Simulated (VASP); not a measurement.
# P (Pm-3m) in VASP: a series of runs, part 2 of 2

VASP 6.6.1.

### 4 Single point, PBEsol+D4

This run uses another cell than the first one, of 8.31 Å³/atom.

Input file INCAR:

```
PREC = Accurate ; ENCUT = 500
EDIFF = 1E-6 ; ISMEAR = 0
SIGMA = 0.1 ; LREAL = F
LASPH = T ; NELM = 120
ALGO = Normal ; ISIF = 2
LWAVE = F ; LCHARG = F
GGA = PS ; IVDW = 13
NBANDS = 8 ; GGA_COMPAT = F
```

Input file KPOINTS:

```
regular mesh
0
Gamma
  20 20 20
```

Input file POSCAR:

```
P
1.0
    2.0252453765      0.0000000000      0.0000000000
    0.0000000000      2.0252453765      0.0000000000
    0.0000000000      0.0000000000      2.0252453765
P
1
Direct
    0.0000000000      0.0000000000      0.0000000000
```

Potentials or basis: VASP PAW PBE potentials, release 64 (P).

Launch:

```
> cat potpaw_PBE.64/P/POTCAR > POTCAR
> mpirun -np 1 vasp_std > vasp.out
```

OUTCAR:

```text
PREC = Accurate
   ENCUT = 500
   EDIFF = 1E-6
   ISMEAR = 0
   LREAL = F
   LASPH = T
   NELM = 120
   ISIF = 2
   GGA = PS
   IVDW = 13

 ion  position               nearest neighbor table
   1  0.000  0.000  0.000-

  LATTYP: Found a simple cubic cell.
 ALAT       =     2.0252453765

  Lattice vectors:

 A1 = (   2.0252453765,   0.0000000000,   0.0000000000)
 A2 = (   0.0000000000,   2.0252453765,   0.0000000000)
 A3 = (   0.0000000000,   0.0000000000,   2.0252453765)

Analysis of symmetry for initial positions (statically):
=====================================================================
 Subroutine PRICEL returns:
 Original cell was already a primitive cell.

 Routine SETGRP: Setting up the symmetry group for a
 simple cubic supercell.

 Subroutine GETGRP returns: Found 48 space group operations
 (whereof 48 operations were pure point group operations)
 out of a pool of 48 trial point group operations.

The static configuration has the point symmetry O_h .

Analysis of symmetry for dynamics (positions and initial velocities):
=====================================================================
 Subroutine PRICEL returns:
 Original cell was already a primitive cell.

 Routine SETGRP: Setting up the symmetry group for a
 simple cubic supercell.

 Subroutine GETGRP returns: Found 48 space group operations
 (whereof 48 operations were pure point group operations)
 out of a pool of 48 trial point group operations.

The dynamic configuration has the point symmetry O_h .

 Subroutine INISYM returns: Found 48 space group operations
 (whereof 48 operations are pure point group operations),
 and found     1 'primitive' translations

----------------------------------------------------------------------------------------

                                     Primitive cell

[... 109 lines left out ...]
  volume/ion in A,a.u.               =       8.31        56.06
  Fermi-wavevector in a.u.,A,eV,Ry     =   1.382252  2.612077 25.995566  1.910620
  Thomas-Fermi vector in A             =   2.506960
   LORBIT       =      0    0 simple, 1 ext, 2 COOP (PROOUT), +10 PAW based schemes
   GGA     = PS    functional components
   LHFCALC =     F    Hartree Fock is set to
   AEXX    =    0.0000 exact exchange contribution
   IVDW    =    13    specifies the selected vdW correction
   LEPSILON=     F    determine dielectric tensor
   LRPA    =     F    only Hartree local field effects (RPA)
 non-spin polarized calculation
 Gauss-broadening in eV      SIGMA  =   0.10
  energy-cutoff  :      500.00
  volume of cell :        8.31
 maximum number of plane-waves:       228
 NGX is ok and might be reduce to    16
   NGX =  7   NGY =  7   NGZ =  7

 number of electron       4.9999998 magnetization

 Free energy of the ion-electron system (eV)
  ---------------------------------------------------
  ext. energy  EPLUGINS =         0.00000000
  ---------------------------------------------------
  free energy    TOTEN  =        -3.36038951 eV

  energy without entropy =       -3.35886252  energy(sigma->0) =       -3.35962602

 E-fermi :  19.0635     XC(G=0): -13.9578

 val. band max:       18.9623660276   @ k =   0.4500   0.3000   0.1500
 cond. band min:      19.0644497936   @ k =   0.1500   0.0000   0.0000
 fundamental gap:      0.1020837660
 Fermi energy:        19.0635214020

 k-point     1 :       0.0000    0.0000    0.0000
  band No.  band energies     occupation
      1      -4.0831      2.00000
      2      25.2861      0.00000
      3      25.2861      0.00000
      4      28.3414      0.00000
      5      28.3414      0.00000
      6      28.3414      0.00000
      7      41.9072      0.00000
      8      53.3988      0.00000
[... 243 lines left out ...]
 k-point    24 :       0.2000    0.1000    0.0000
  band No.  band energies     occupation
      1      -2.3668      2.00000
      2      16.8596      2.00000
      3      23.1447      0.00000
      4      29.7374      0.00000
      5      31.0432      0.00000
      6      37.4895      0.00000
      7      43.3842      0.00000
      8      46.8543      0.00000

 [... further k-points ...]

------------------------ aborting loop because EDIFF is reached ----------------------------------------

  DFT-D4 for vdW energy calculation

  Edisp (eV):   -0.46770

  FORCE on cell =-STRESS in cart. coord.  units (eV):
  Direction    XX          YY          ZZ          XY          YZ          ZX
  --------------------------------------------------------------------------------------
  -------------------------------------------------------------------------------------
  Total      10.34268    10.34268    10.34268    -0.00000    -0.00000     0.00000
  in kB    1994.85293  1994.85293  1994.85293    -0.00000    -0.00000     0.00000
  external pressure =     1994.85 kB  Pullay stress =        0.00 kB

 VOLUME and BASIS-vectors are now :
 -----------------------------------------------------------------------------
  energy-cutoff  :      500.00
  volume of cell :        8.31
      direct lattice vectors                 reciprocal lattice vectors
     2.025245377  0.000000000  0.000000000     0.493767329  0.000000000  0.000000000
     0.000000000  2.025245377  0.000000000     0.000000000  0.493767329  0.000000000
     0.000000000  0.000000000  2.025245377     0.000000000  0.000000000  0.493767329

 POSITION                                       TOTAL-FORCE (eV/Angst)
 -----------------------------------------------------------------------------------
      0.00000      0.00000      0.00000         0.000000      0.000000      0.000000
 -----------------------------------------------------------------------------------
    total drift:                                0.000000     -0.000000     -0.000000

  FREE ENERGIE OF THE ION-ELECTRON SYSTEM (eV)
  ---------------------------------------------------
  free  energy   TOTEN  =        -3.8280855894 eV

  energy  without entropy=       -3.8265586002  energy(sigma->0) =       -3.82732209
```

OSZICAR:

```text
N       E                     dE             d eps       ncg     rms          rms(c)
DAV:   1     0.682762496194E+00    0.68276E+00   -0.24430E+03  5464   0.459E+02
DAV:   2    -0.342338762739E+01   -0.41062E+01   -0.38331E+01  6656   0.469E+01
DAV:   3    -0.344680124430E+01   -0.23414E-01   -0.23409E-01  5040   0.347E+00
DAV:   4    -0.344681600608E+01   -0.14762E-04   -0.14762E-04  7128   0.861E-02
DAV:   5    -0.344681601602E+01   -0.99376E-08   -0.83600E-08  5104   0.104E-03    0.123E+01
DAV:   6    -0.338847000567E+01    0.58346E-01   -0.15968E-02  5280   0.701E-01    0.739E+00
DAV:   7    -0.336061460930E+01    0.27855E-01   -0.26140E-02  5320   0.927E-01    0.164E-01
DAV:   8    -0.336039795763E+01    0.21665E-03   -0.37493E-04  5232   0.138E-01    0.537E-02
DAV:   9    -0.336038936306E+01    0.85946E-05   -0.25967E-05  6272   0.311E-02    0.262E-02
DAV:  10    -0.336038951252E+01   -0.14946E-06   -0.11949E-06  4040   0.657E-03
   1 F= -.38280856E+01 E0= -.38273221E+01  d E =-.152699E-02
```

Run time: 11 s. Hardware: 1 thread of Intel Xeon 8259CL, shared host; peak memory 0.12 GiB.

Results:

| Property | Result |
| --- | --- |
| Free energy | -3.8281 eV |
| Pressure | 199.5 GPa |
| Band gap on the k mesh | zero (an odd number of electrons rules out a gap without spin polarisation) |
| Dispersion energy per atom | -0.468 eV |

Caveat: the cell stands under pressure; the PAW data sets were made with another functional, which shifts forces and pressure a little.

### 5 Single point, PBEsol+D4

This run uses another cell than the first one, of 8.31 Å³/atom.

Input file INCAR:

```
SYSTEM = P
PREC = Accurate
ENCUT = 500
EDIFF = 1E-6
ISMEAR = 0
SIGMA = 0.1
LREAL = .FALSE.
LASPH = .TRUE.
NELM = 120
ALGO = Normal
ISIF = 2
LWAVE = .FALSE.
LCHARG = .FALSE.
GGA = PS
IVDW = 13
NBANDS = 8
GGA_COMPAT = .FALSE.
```

Input file KPOINTS:

```
regular mesh
0
G
  20 20 20
  0 0 0
```

POSCAR is that of step 4.

Launch:

```
> cat potpaw_PBE.64/P/POTCAR > POTCAR
> mpirun -np 1 vasp_std > vasp.out
```

Run time: 9.9 s. Hardware: 1 thread of Intel Xeon 8259CL, shared host; peak memory 0.12 GiB.

Results (log left out):

* Free energy: -3.8281 eV
* Pressure: 199.5 GPa
* Band gap on the k mesh: zero (an odd number of electrons rules out a gap without spin polarisation)
* Dispersion energy per atom: -0.468 eV

Levels at points of the mesh, in eV from the Fermi level:
```csv
k point,band 1,band 2,band 3,band 4,band 5,band 6
"(0.00, 0.00, 0.00)",-23.15,6.22,6.22,9.28,9.28,9.28
"(0.50, 0.00, 0.00)",-15.26,-14.13,10.35,15.42,15.42,17.56
"(0.50, 0.50, 0.00)",-7.97,-7.97,-6.25,-3.07,21.70,21.81
"(0.50, 0.50, 0.50)",-2.07,-2.07,-2.07,2.64,2.64,2.64
```

Caveat: the cell stands under pressure; the PAW data sets were made with another functional, which shifts forces and pressure a little.

The gap in the log of VASP goes by the Fermi energy; the results here count the filled bands.